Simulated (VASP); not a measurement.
# Hf2S (P6_3/mmc) in VASP: notebook, part 2 of 2

VASP 6.6.1. Earlier steps stand in the parts before.

## Step 3: Single point, PBEsol (biaxial strain in the a-b plane: +4.5 %)

Input file INCAR:

```
ALGO = Normal
EDIFF = 1E-7
ENCUT = 520
GGA = PS
ISIF = 2
ISMEAR = 0
LASPH = True
LCHARG = False
LREAL = False
LWAVE = False
NBANDS = 35
NELM = 60
PREC = Accurate
SIGMA = 0.1
```

Input file KPOINTS:

```
k-points
0
Gamma
  12 12 4
```

Input file POSCAR:

```
Hf2S
1.0
    3.4971249184      0.0000000000      0.0000000000
   -1.7485624592      3.0285990195      0.0000000000
    0.0000000000      0.0000000000     11.3493014887
Hf S
4 2
Direct
    0.6666666667      0.3333333333      0.8978866716
    0.3333333333      0.6666666667      0.3978866716
    0.6666666667      0.3333333333      0.6021133284
    0.3333333333      0.6666666667      0.1021133284
    0.0000000000      0.0000000000      0.7500000000
    0.0000000000      0.0000000000      0.2500000000
```

Potentials or basis: VASP PAW PBE potentials, release 64 (Hf_pv, S).

Launch:

```
> cat potpaw_PBE.64/Hf_pv/POTCAR potpaw_PBE.64/S/POTCAR > POTCAR
> mpirun -np 1 vasp_std > vasp.out
```

OUTCAR:

```text
EDIFF = 1E-7
   ENCUT = 520
   GGA = PS
   ISIF = 2
   ISMEAR = 0
   LASPH = True
   LREAL = False
   NELM = 60
   PREC = Accurate

 ion  position               nearest neighbor table
   1  0.667  0.333  0.898-   5 2.63   5 2.63   5 2.63   4 3.07   4 3.07   4 3.07   3 3.36
   2  0.333  0.667  0.398-   6 2.63   6 2.63   6 2.63   3 3.07   3 3.07   3 3.07   4 3.36
   3  0.667  0.333  0.602-   5 2.63   5 2.63   5 2.63   2 3.07   2 3.07   2 3.07   1 3.36
   4  0.333  0.667  0.102-   6 2.63   6 2.63   6 2.63   1 3.07   1 3.07   1 3.07   2 3.36
   5  0.000  0.000  0.750-   1 2.63   3 2.63   1 2.63   3 2.63   1 2.63   3 2.63
   6  0.000  0.000  0.250-   2 2.63   4 2.63   2 2.63   4 2.63   2 2.63   4 2.63

  LATTYP: Found a hexagonal cell.
 ALAT       =     3.4971249184
 C/A-ratio  =     3.2453234453

  Lattice vectors:

 A1 = (   3.4971249184,   0.0000000000,   0.0000000000)
 A2 = (  -1.7485624592,   3.0285990195,   0.0000000000)
 A3 = (   0.0000000000,   0.0000000000,  11.3493014887)

Analysis of symmetry for initial positions (statically):
=====================================================================
 Subroutine PRICEL returns:
[... 186 lines left out ...]
 fundamental gap:      0.0163205282
 Fermi energy:         5.9310563065

 k-point     1 :       0.0000    0.0000    0.0000
  band No.  band energies     occupation
      1     -25.3499      2.00000
      2     -25.1889      2.00000
      3     -24.9490      2.00000
      4     -24.9398      2.00000
      5     -24.9398      2.00000
      6     -24.9250      2.00000
[... 901 lines left out ...]
     34       8.8683      0.00000
     35       9.4451      0.00000

 [... further k-points ...]

------------------------ aborting loop because EDIFF is reached ----------------------------------------

  FORCE on cell =-STRESS in cart. coord.  units (eV):
  Direction    XX          YY          ZZ          XY          YZ          ZX
  --------------------------------------------------------------------------------------
  -------------------------------------------------------------------------------------
  Total       -7.4606266     -7.4606266     -0.4871474      0.0000000      0.0000000      0.0000000
  in kB      -99.4406217    -99.4406217     -6.4930524      0.0000000      0.0000000      0.0000000
  external PRESSURE =     -68.4580986 kB  Pullay stress =       0.0000000 kB

 VOLUME and BASIS-vectors are now :
 -----------------------------------------------------------------------------
  energy-cutoff  :      520.00
  volume of cell :      120.20
      direct lattice vectors                 reciprocal lattice vectors
     3.497124918  0.000000000  0.000000000     0.285949179  0.165092836  0.000000000
    -1.748562459  3.028599020  0.000000000     0.000000000  0.330185671  0.000000000
     0.000000000  0.000000000 11.349301489     0.000000000  0.000000000  0.088111149

 POSITION                                       TOTAL-FORCE (eV/Angst)
 -----------------------------------------------------------------------------------
      1.74856      1.00953     10.19039        -0.000000     -0.000000     -0.053632
     -0.00000      2.01907      4.51574         0.000000      0.000000     -0.053632
      1.74856      1.00953      6.83357        -0.000000     -0.000000      0.053632
     -0.00000      2.01907      1.15891         0.000000      0.000000      0.053632
      0.00000      0.00000      8.51198        -0.000000      0.000000      0.000000
      0.00000      0.00000      2.83733         0.000000     -0.000000      0.000000
 -----------------------------------------------------------------------------------
    total drift:                               -0.000000      0.000000      0.000000

  FREE ENERGIE OF THE ION-ELECTRON SYSTEM (eV)
  ---------------------------------------------------
  free  energy   TOTEN  =       -57.1263650707 eV

  energy  without entropy=      -57.1172105515  energy(sigma->0) =      -57.12178781
```

OSZICAR:

```text
N       E                     dE             d eps       ncg     rms          rms(c)
DAV:   1     0.237801562209E+03    0.23780E+03   -0.27793E+04  4038   0.140E+03
DAV:   2    -0.417275885393E+02   -0.27953E+03   -0.26898E+03  4759   0.339E+02
DAV:   3    -0.591468976620E+02   -0.17419E+02   -0.17098E+02  5280   0.563E+01
DAV:   4    -0.594961376408E+02   -0.34924E+00   -0.34746E+00  5060   0.888E+00
DAV:   5    -0.595032528621E+02   -0.71152E-02   -0.71069E-02  5211   0.114E+00    0.945E+01
DAV:   6    -0.575980817141E+02    0.19052E+01   -0.30499E+00  4591   0.736E+00    0.570E+01
DAV:   7    -0.571947947687E+02    0.40329E+00   -0.32088E+00  4686   0.754E+00    0.507E+00
DAV:   8    -0.571273471252E+02    0.67448E-01   -0.46276E-01  4614   0.284E+00    0.144E+00
DAV:   9    -0.571266945817E+02    0.65254E-03   -0.18591E-02  5227   0.638E-01    0.755E-01
DAV:  10    -0.571263783090E+02    0.31627E-03   -0.24193E-03  4693   0.220E-01    0.345E-01
DAV:  11    -0.571263724358E+02    0.58732E-05   -0.26867E-04  5236   0.667E-02    0.111E-01
DAV:  12    -0.571263646743E+02    0.77615E-05   -0.22004E-05  4915   0.218E-02    0.196E-02
DAV:  13    -0.571263649683E+02   -0.29396E-06   -0.40046E-06  5412   0.860E-03    0.139E-02
DAV:  14    -0.571263650960E+02   -0.12770E-06   -0.72149E-07  4411   0.337E-03    0.280E-03
DAV:  15    -0.571263650707E+02    0.25263E-07   -0.43499E-08  2964   0.109E-03
   1 F= -.57126365E+02 E0= -.57121788E+02  d E =-.915452E-02
```

stdout:

```text
POSCAR found type information on POSCAR HfS
 POSCAR found :  2 types and       6 ions
 scaLAPACK will be used
 -----------------------------------------------------------------------------
|                                                                             |
|                                                                             |
|     You enforced a specific xc type in the INCAR file but a different       |
|     I HOPE YOU KNOW WHAT YOU ARE DOING!                                     |
|                                                                             |
 -----------------------------------------------------------------------------

 LDA part: xc-table for (Slater+PW92), standard interpolation
 POSCAR, INCAR and KPOINTS ok, starting setup
 FFT: planning ... GRIDC
 FFT: planning ... GRID_SOFT
 FFT: planning ... GRID
 WAVECAR not read
 entering main loop
```

Wall time 4.4 min (1 thread of Intel Xeon Platinum 8488C (Sapphire Rapids), shared host); peak memory 0.36 GiB.

Results:

* Free energy: -57.1264 eV
* Pressure: -6.8 GPa
* Largest force: 0.054 eV/Å
* Band gap on the k mesh: zero (bands 26 and 27 overlap by 0.87 eV)

Forces on the atoms (eV/Å):
```
Hf   0.000  0.000 -0.054
Hf   0.000  0.000 -0.054
Hf   0.000  0.000  0.054
Hf   0.000  0.000  0.054
S    0.000  0.000  0.000
S    0.000  0.000  0.000
```

Caveat: the cell differs from its parent crystal (biaxial strain in the a-b plane: +4.5 %); the cell stands under tension; the PAW data sets were made with another functional, which shifts forces and pressure a little; spin-orbit coupling is left out, which moves the levels of the heavy elements.
